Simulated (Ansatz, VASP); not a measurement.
# One calculation of Ir, two programs

The input INCAR:

```
SYSTEM = Ir
ALGO     = Normal         ! electronic algorithm
EDIFF    = 1E-7           ! SCF threshold, eV
EDIFFG   = -0.005         ! ionic threshold
ENCUT    = 500            ! plane-wave cutoff, eV
GGA      = PE             ! functional
GGA_COMPAT= .FALSE.      
IBRION   = 2              ! ionic algorithm
ISIF     = 3              ! what is computed and relaxed
ISMEAR   = -1             ! smearing method
LASPH    = .TRUE.         ! aspherical terms in the spheres
LCHARG   = .FALSE.        ! write CHGCAR
LREAL    = .FALSE.        ! projectors in reciprocal space
LWAVE    = .FALSE.        ! write WAVECAR
NELM     = 120            ! most SCF steps
NELMIN   = 4            
NSW      = 60             ! ionic steps
PREC     = Accurate       ! precision mode
SIGMA    = 0.08           ! smearing width, eV
```

Contents of KPOINTS:

```
k-points
0
G
  8 8 11
  0 0 0
```

The input POSCAR:

```
Ir
1.0
    4.3277169476      0.0000000000      0.0000000000
   -2.1638584738      3.7479128170      0.0000000000
    0.0000000000      0.0000000000      2.6831845075
Ir
3
Direct
    0.0000000000      0.0000000000      0.0000000000
    0.3333333333      0.6666666667      0.5000000000
    0.6666666667      0.3333333333      0.5000000000
```

Input for Ansatz:

```yaml
crystal:
  lattice:
    - [4.3277169476, 0.0, 0.0]
    - [-2.1638584738, 3.747912817, 0.0]
    - [0.0, 0.0, 2.6831845075]
  atoms:
    - { symbol: Ir, position: [0.0, 0.0, 0.0] }
    - { symbol: Ir, position: [0.3333333333, 0.6666666667, 0.5] }
    - { symbol: Ir, position: [0.6666666667, 0.3333333333, 0.5] }
kpoints:
  mp_grid: { grid: [8, 8, 11] }
scf:
  occupations: { method: fermi_dirac, width: 0.08 }
hamiltonian:
  xc: pbe
  pseudopotentials: { kind: paw }
output:
  forces: true
  stress: true
relax:
  f_tol: 0.005
  max_steps: 40
  cell: {}
```

Alike in both runs: task relaxation of cell and atoms; functional PBE; k mesh 8 × 8 × 11; occupations fermi-dirac, width 0.08 eV; no spin polarisation.

|  | VASP | Ansatz |
| --- | --- | --- |
| version | VASP 6.6.1 | Ansatz 0.2.0 |
| potentials or method | VASP PAW PBE potentials, release 64 (Ir) | PAW with Ansatz's default frozen-core files, scalar-relativistic |
| plane-wave cutoff (eV) | 500 | 420 |
| valence electrons in the cell | 27 | 51 |

|  | VASP | Ansatz | Ansatz less VASP |
| --- | --- | --- | --- |
| relaxed volume (Å³/atom) | 14.98 | 14.97 | -0.016 |
| relaxed length of the cell vector where the two differ most in proportion (Å) | 4.383 | 4.381 | -0.0021 |

VASP's potentials hold 27 valence electrons a cell and Ansatz's 51, so a difference there can come from the potentials and not from the codes.

Neither program's run includes spin-orbit coupling.
